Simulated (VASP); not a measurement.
# Ti (I4/mmm) in VASP: further runs

Ti is run at these levels: PBEsol; tasks: single point.

Program: VASP 6.6.1. These are calculated values, not measurements. Logs are shortened: lines on timing, memory, paths and dates and some standing lists are left out, and cuts for length are marked.

### Step 1. The cell of the first run

It takes space group I4/mmm (No. 139, tetragonal). Conventional cell: a = 2.871 Å, b = 2.871 Å, c = 4.019 Å, α = 90.00°, β = 90.00°, γ = 90.00°. Ti (site symmetry 4/mmm) has 12 Ti at 2.86 to 2.87 Å within 3.8 Å.

### Step 2. Single point, PBEsol

Input file INCAR:

```
SYSTEM = Ti
ALGO = Normal ; EDIFF = 1E-7
ENCUT = 520 ; GGA = PS
ISIF = 2 ; ISMEAR = -1
LASPH = .TRUE. ; LCHARG = .FALSE.
LREAL = .FALSE. ; LWAVE = .FALSE.
NBANDS = 12 ; NELM = 80
PREC = Accurate ; SIGMA = 0.05
```

Input file KPOINTS:

```
k-points
0
G
  9 9 9
  0 0 0
```

Input file POSCAR:

```
Ti
1.0
    0.0000000000      2.0300000000      2.0097000000
    2.0300000000      0.0000000000      2.0097000000
    2.0300000000      2.0300000000      0.0000000000
Ti
1
Direct
    0.0000000000      0.0000000000      0.0000000000
```

Potentials or basis: VASP PAW PBE potentials, release 64 (Ti_sv).

Command:

```sh
cat potpaw_PBE.64/Ti_sv/POTCAR > POTCAR
mpirun -np 1 vasp_std > vasp.out
```

OUTCAR:

```text
SYSTEM = Ti
   EDIFF = 1E-7
   ENCUT = 520
   GGA = PS
   ISIF = 2
   ISMEAR = -1
   LASPH = .TRUE.
   LREAL = .FALSE.
   NELM = 80
   PREC = Accurate

 ion  position               nearest neighbor table
   1  0.000  0.000  0.000-

  LATTYP: Found a body centered tetragonal cell.
 ALAT       =     2.8708535316
 C/A-ratio  =     1.4000714267

  Lattice vectors:

 A1 = (   0.0000000000,  -2.0300000000,  -2.0097000000)
 A2 = (   0.0000000000,   2.0300000000,  -2.0097000000)
 A3 = (   2.0300000000,   0.0000000000,   2.0097000000)

Analysis of symmetry for initial positions (statically):
=====================================================================
 Subroutine PRICEL returns:
 Original cell was already a primitive cell.

 Routine SETGRP: Setting up the symmetry group for a
 body centered tetragonal supercell.

 Subroutine GETGRP returns: Found 16 space group operations
 (whereof 16 operations were pure point group operations)
 out of a pool of 16 trial point group operations.

The static configuration has the point symmetry D_4h.

Analysis of symmetry for dynamics (positions and initial velocities):
=====================================================================
 Subroutine PRICEL returns:
 Original cell was already a primitive cell.

 Routine SETGRP: Setting up the symmetry group for a
 body centered tetragonal supercell.

 Subroutine GETGRP returns: Found 16 space group operations
 (whereof 16 operations were pure point group operations)
 out of a pool of 16 trial point group operations.

The dynamic configuration has the point symmetry D_4h.

 Subroutine INISYM returns: Found 16 space group operations
 (whereof 16 operations are pure point group operations),
 and found     1 'primitive' translations

----------------------------------------------------------------------------------------

                                     Primitive cell

  volume of cell :      16.5635

  direct lattice vectors                    reciprocal lattice vectors
     0.000000000  2.030000000  2.009700000    -0.246305419  0.246305419  0.248793352
     2.030000000  0.000000000  2.009700000     0.246305419 -0.246305419  0.248793352
     2.030000000  2.030000000  0.000000000     0.246305419  0.246305419 -0.248793352

  length of vectors
     2.856535330  2.856535330  2.870853532     0.428054729  0.428054729  0.428054729

  position of ions in fractional coordinates (direct lattice)
     0.000000000  0.000000000  0.000000000

  ion indices of the primitive-cell ions
   primitive index   ion index
                 1           1

----------------------------------------------------------------------------------------

 KPOINTS: k-points

Automatic generation of k-mesh.
 Grid dimensions read from file:
 generate k-points for:    9    9    9

 Generating k-lattice:

  Cartesian coordinates                     Fractional coordinates (reciprocal lattice)
    -0.027367269  0.027367269  0.027643706     0.111111111  0.000000000  0.000000000
     0.027367269 -0.027367269  0.027643706     0.000000000  0.111111111  0.000000000
     0.027367269  0.027367269 -0.027643706     0.000000000  0.000000000  0.111111111

  Length of vectors
     0.047561637  0.047561637  0.047561637

  Shift w.r.t. Gamma in fractional coordinates (k-lattice)
     0.000000000  0.000000000  0.000000000

 Subroutine IBZKPT returns following result:
 ===========================================

 Found     75 irreducible k-points:

 Following reciprocal coordinates:
            Coordinates               Weight
  0.000000  0.000000  0.000000      1.000000
  0.111111 -0.000000  0.000000      8.000000
  0.222222  0.000000  0.000000      8.000000
  0.333333  0.000000  0.000000      8.000000
  0.444444  0.000000  0.000000      8.000000
  0.111111  0.111111  0.000000      2.000000
[... 16 lines left out ...]
 -0.333333  0.333333  0.000000      4.000000
  0.444444  0.444444  0.000000      2.000000
 [... further k-points ...]
   k-points           NKPTS =     75   k-points in BZ     NKDIM =     75   number of bands    NBANDS=     12
   number of dos      NEDOS =    301   number of ions     NIONS =      1
   total plane-waves  NPLWV =  13824
   dimension x,y,z NGX =    24 NGY =   24 NGZ =   24
   dimension x,y,z NGXF=    48 NGYF=   48 NGZF=   48
   ions per type =               1
   NGX,Y,Z   is equivalent  to a cutoff of  13.97, 13.97, 13.90 a.u.
   NGXF,Y,Z  is equivalent  to a cutoff of  27.94, 27.94, 27.80 a.u.
 SYSTEM =  Ti
   PREC   = accura    normal or accurate (medium, high low for compatibility)
   ISTART =      0    job   : 0-new  1-cont  2-samecut
   ICHARG =      2    charge: 1-file 2-atom 10-const
   ISPIN  =      1    spin polarized calculation?
   LNONCOLLINEAR =      F non collinear calculations
   LSORBIT =      F    spin-orbit coupling
   LASPH  =      T    aspherical Exc in radial PAW
   ENCUT  =  520.0 eV  38.22 Ry    6.18 a.u.   5.31  5.31  5.34*2*pi/ulx,y,z
   NELM   =     80;   NELMIN=  2; NELMDL= -5     # of ELM steps
   EDIFF  = 0.1E-06   stopping-criterion for ELM
   LREAL  =      F    real-space projection
   EDIFFG = 0.1E-05   stopping-criterion for IOM
   NSW    =      0    number of steps for IOM
   IBRION =     -1    ionic relax: 0-MD 1-quasi-New 2-CG
   NFREE  =      0    steps in history (QN), initial steepest desc. (CG)
   ISIF   =      2    stress and relaxation
   ISYM   =      2    0-nonsym 1-usesym 2-fastsym
   POTIM  = 0.5000    time-step for ionic-motion
   TEBEG  =    0.0;   TEEND  =   0.0 temperature during run
   PSTRESS=    0.0 pullay stress
   NELECT =      12.0000    total number of electrons
   NUPDOWN=      -1.0000    fix difference up-down
   EMIN   =  10.00;   EMAX   =-10.00  energy-range for DOS
   EFERMI =   0.00;   METHOD = LEGACY
   ISMEAR =    -1;   SIGMA  =   0.05  broadening in eV -4-tet -1-fermi 0-gaus
   EFERMI_NEDOS =   21; number of points for ismear=-14 and -15
   IALGO  =     38    algorithm
   IMIX   =      4    mixing-type and parameters
     AMIX     =   0.40;   BMIX     =  1.00
     AMIX_MAG =   1.60;   BMIX_MAG =  1.00
  volume/ion in A,a.u.               =      16.56       111.78
  Fermi-wavevector in a.u.,A,eV,Ry     =   1.470339  2.778538 29.414392  2.161897
  Thomas-Fermi vector in A             =   2.585608
   LORBIT       =      0    0 simple, 1 ext, 2 COOP (PROOUT), +10 PAW based schemes
   GGA     = PS    functional components
   LHFCALC =     F    Hartree Fock is set to
   AEXX    =    0.0000 exact exchange contribution
   IVDW    =     0    specifies the selected vdW correction
   LEPSILON=     F    determine dielectric tensor
   LRPA    =     F    only Hartree local field effects (RPA)
 non-spin polarized calculation
  energy-cutoff  :      520.00
  volume of cell :       16.56
 maximum number of plane-waves:       459
 NGX is ok and might be reduce to    24
   NGX = 11   NGY = 11   NGZ = 11

 number of electron      12.0000001 magnetization

 Free energy of the ion-electron system (eV)
  ---------------------------------------------------
  ext. energy  EPLUGINS =         0.00000000
  ---------------------------------------------------
  free energy    TOTEN  =        -8.28717714 eV

  energy without entropy =       -8.27126610  energy(sigma->0) =       -8.27922162

 E-fermi :   8.6099     XC(G=0): -11.8660

 val. band max:        8.6083322059   @ k =  -0.3333   0.0000   0.2222
 cond. band min:       8.6241044135   @ k =   0.3333   0.0000   0.0000
 fundamental gap:      0.0157722075
 Fermi energy:         8.6099061820

 k-point     1 :       0.0000    0.0000    0.0000
  band No.  band energies     occupation
      1     -47.8058      2.00000
      2     -23.6999      2.00000
      3     -23.6999      2.00000
      4     -23.6979      2.00000
      5       2.3973      2.00000
      6       9.4750      0.00000
      7       9.4750      0.00000
      8       9.5579      0.00000
      9      11.1850      0.00000
     10      11.2820      0.00000
     11      24.1379      0.00000
     12      28.7184      0.00000

 k-point     2 :       0.1111   -0.0000    0.0000
  band No.  band energies     occupation
      1     -47.7883      2.00000
      2     -23.7951      2.00000
      3     -23.7124      2.00000
      4     -23.7098      2.00000
      5       2.8095      2.00000
      6       9.2525      0.00001
      7       9.6141      0.00000
      8       9.6738      0.00000
      9      11.1063      0.00000
     10      11.1924      0.00000
     11      24.4333      0.00000
     12      26.4730      0.00000

 k-point     3 :       0.2222    0.0000    0.0000
  band No.  band energies     occupation
      1     -47.7439      2.00000
      2     -24.0336      2.00000
      3     -23.7438      2.00000
      4     -23.7381      2.00000
      5       3.9127      2.00000
      6       8.7659      0.08466
      7       9.7535      0.00000
      8       9.8309      0.00000
      9      11.1903      0.00000
     10      11.2317      0.00000
     11      22.8102      0.00000
     12      25.1024      0.00000

 k-point     4 :       0.3333    0.0000    0.0000
  band No.  band energies     occupation
      1     -47.6929      2.00000
      2     -24.2977      2.00000
      3     -23.7793      2.00000
      4     -23.7700      2.00000
      5       5.2009      2.00000
      6       8.6241      0.85896
      7       9.5568      0.00000
      8       9.6493      0.00000
      9      11.7692      0.00000
     10      11.7761      0.00000
     11      19.8393      0.00000
     12      24.2655      0.00000

 k-point     5 :       0.4444    0.0000    0.0000
  band No.  band energies     occupation
      1     -47.6593      2.00000
      2     -24.4664      2.00000
      3     -23.8023      2.00000
      4     -23.7907      2.00000
      5       5.8387      2.00000
      6       9.2056      0.00001
      7       9.3508      0.00000
      8       9.4451      0.00000
      9      12.2949      0.00000
     10      12.3303      0.00000
     11      17.6341      0.00000
     12      23.4986      0.00000
[... 228 lines left out ...]
      1     -47.6250      2.00000
      2     -24.3481      2.00000
      3     -23.9790      2.00000
      4     -23.9404      2.00000
      5       6.0944      2.00000
      6       7.1251      2.00000
      7       9.9856      0.00000
      8      11.5834      0.00000
      9      12.4795      0.00000
     10      12.8658      0.00000
     11      20.4482      0.00000
     12      21.6661      0.00000

 k-point    22 :      -0.4444    0.3333    0.0000
  band No.  band energies     occupation
      1     -47.6104      2.00000
      2     -24.3398      2.00000
      3     -24.0940      2.00000
      4     -23.9298      2.00000
      5       6.6055      2.00000
      6       7.2505      2.00000
      7       9.5124      0.00000
      8      11.2841      0.00000
      9      12.4237      0.00000
     10      15.1265      0.00000
     11      17.6515      0.00000
     12      20.4139      0.00000

 k-point    23 :      -0.3333    0.3333    0.0000
  band No.  band energies     occupation
      1     -47.6163      2.00000
      2     -24.2253      2.00000
      3     -24.2208      2.00000
      4     -23.8865      2.00000
      5       7.3097      2.00000
      6       7.3832      2.00000
      7       8.8349      0.02200
      8      10.8568      0.00000
      9      11.9126      0.00000
     10      15.4454      0.00000
     11      17.7153      0.00000
     12      19.8228      0.00000

 k-point    24 :       0.4444    0.4444    0.0000
  band No.  band energies     occupation
      1     -47.6082      2.00000
      2     -24.4140      2.00000
      3     -23.9756      2.00000
      4     -23.9756      2.00000
      5       5.8753      2.00000
      6       6.8062      2.00000
      7      11.4230      0.00000
      8      12.3347      0.00000
      9      12.5341      0.00000
     10      12.5341      0.00000
     11      20.3610      0.00000
     12      20.9859      0.00000

 [... further k-points ...]

------------------------ aborting loop because EDIFF is reached ----------------------------------------

  FORCE on cell =-STRESS in cart. coord.  units (eV):
  Direction    XX          YY          ZZ          XY          YZ          ZX
  --------------------------------------------------------------------------------------
  -------------------------------------------------------------------------------------
  Total        0.0870488      0.0870488      0.0914519      0.0000000      0.0000000      0.0000000
  in kB        8.4201577      8.4201577      8.8460589      0.0000000      0.0000000      0.0000000
  external PRESSURE =       8.5621248 kB  Pullay stress =       0.0000000 kB

 VOLUME and BASIS-vectors are now :
 -----------------------------------------------------------------------------
  energy-cutoff  :      520.00
  volume of cell :       16.56
      direct lattice vectors                 reciprocal lattice vectors
     0.000000000  2.030000000  2.009700000    -0.246305419  0.246305419  0.248793352
     2.030000000  0.000000000  2.009700000     0.246305419 -0.246305419  0.248793352
     2.030000000  2.030000000  0.000000000     0.246305419  0.246305419 -0.248793352

 POSITION                                       TOTAL-FORCE (eV/Angst)
 -----------------------------------------------------------------------------------
      0.00000      0.00000      0.00000         0.000000      0.000000      0.000000
 -----------------------------------------------------------------------------------
    total drift:                               -0.000000      0.000000     -0.000000

  FREE ENERGIE OF THE ION-ELECTRON SYSTEM (eV)
  ---------------------------------------------------
  free  energy   TOTEN  =        -8.2871771389 eV

  energy  without entropy=       -8.2712660970  energy(sigma->0) =       -8.27922162
```

Run time: 9.3 s. Hardware: 1 thread of Intel Xeon 6975P-C, shared host; peak memory 0.14 GiB.

Results:

```
Free energy            : -8.2872 eV
Pressure               : 0.9 GPa
Band gap on the k mesh : zero (band 6 reaches 9.47 eV, above the bottom of band 7 at 8.14 eV)
```

Levels at points of the mesh, in eV from the Fermi level:
| k point | band 3 | band 4 | band 5 | band 6 | band 7 | band 8 | band 9 | band 10 |
| --- | --- | --- | --- | --- | --- | --- | --- | --- |
| (0.00, 0.00, 0.00) | -32.31 | -32.31 | -6.21 | 0.87 | 0.87 | 0.95 | 2.58 | 2.67 |

Caveat: the PAW data sets were made with another functional, which shifts forces and pressure a little.

### Step 3. Single point, PBEsol

This run uses another cell than the first one, of 16.90 Å³/atom, 1.020 times its volume.

Input file INCAR:

```
SYSTEM = Ti
  PREC = Accurate
  ENCUT = 520
  EDIFF = 1E-6
  ISMEAR = -1
  SIGMA = 0.05
  LREAL = .False.
  LASPH = .True.
  NELM = 80
  ALGO = Normal
  ISIF = 2
  LWAVE = .False.
  LCHARG = .True.
  GGA = PS
  LELF = .True.
  LVHAR = .True.
  NBANDS = 12
```

Input file KPOINTS:

```
regular mesh
0
Gamma
  9 9 9
  0 0 0
```

Input file POSCAR:

```
Ti
1.0
    0.0000000000      2.0300000000      2.0503000000
    2.0300000000      0.0000000000      2.0503000000
    2.0300000000      2.0300000000      0.0000000000
Ti
1
Direct
    0.0000000000      0.0000000000      0.0000000000
```

Potentials or basis: VASP PAW PBE potentials, release 64 (Ti_sv).

Command:

```sh
cat potpaw_PBE.64/Ti_sv/POTCAR > POTCAR
mpirun -np 1 vasp_std > vasp.out
```

Wall time 9.8 s (1 thread of Intel Xeon 6975P-C, shared host); peak memory 0.15 GiB.

The run converged. Its results:

| Item | Value |
| --- | --- |
| Free energy | -8.2867 eV |
| Pressure | -1.4 GPa |
| Band gap on the k mesh | zero (band 6 reaches 9.22 eV, above the bottom of band 7 at 7.94 eV) |

Levels at points of the mesh, in eV from the Fermi level:
```csv
k point,band 3,band 4,band 5,band 6,band 7,band 8,band 9,band 10
"(0.00, 0.00, 0.00)",-32.37,-32.37,-6.16,0.83,0.91,0.91,2.52,2.61
```

Caveat: the PAW data sets were made with another functional, which shifts forces and pressure a little.

### Step 4. Single point, PBEsol

This run uses another cell than the first one, of 17.07 Å³/atom, 1.030 times its volume.

Input file INCAR:

```
PREC = Accurate
ENCUT = 520
EDIFF = 1E-6
ISMEAR = -1
SIGMA = 0.05
LREAL = F
LASPH = T
NELM = 60
ALGO = Fast
ISIF = 2
LWAVE = F
LCHARG = F
GGA = PS
NBANDS = 12
```

Input file KPOINTS:

```
Automatic mesh
0
Gamma
  9 9 9
```

Input file POSCAR:

```
Ti
1.0
    0.0000000000      2.0300000000      2.0706000000
    2.0300000000      0.0000000000      2.0706000000
    2.0300000000      2.0300000000      0.0000000000
Ti
1
Direct
    0.0000000000      0.0000000000      0.0000000000
```

Command:

```sh
cat potpaw_PBE.64/Ti_sv/POTCAR > POTCAR
mpirun -np 1 vasp_std > vasp.out
```

Run time: 18 s. Hardware: 1 thread of Intel Xeon 6975P-C, shared host; peak memory 0.14 GiB.

Results (log left out):

```
Free energy            : -8.2846 eV
Pressure               : -2.5 GPa
Band gap on the k mesh : zero (band 6 reaches 9.05 eV, above the bottom of band 7 at 7.83 eV)
```

Stress tensor (GPa, compression positive):
```
-2.45  0.00  0.00
 0.00 -2.45  0.00
 0.00  0.00 -2.64
```

Levels at points of the mesh, in eV from the Fermi level:
```csv
k point,band 3,band 4,band 5,band 6,band 7,band 8,band 9,band 10
"(0.00, 0.00, 0.00)",-32.39,-32.39,-6.14,0.77,0.93,0.93,2.44,2.63
```

Caveat: the PAW data sets were made with another functional, which shifts forces and pressure a little.

(Part 1 of 2 ends here.)
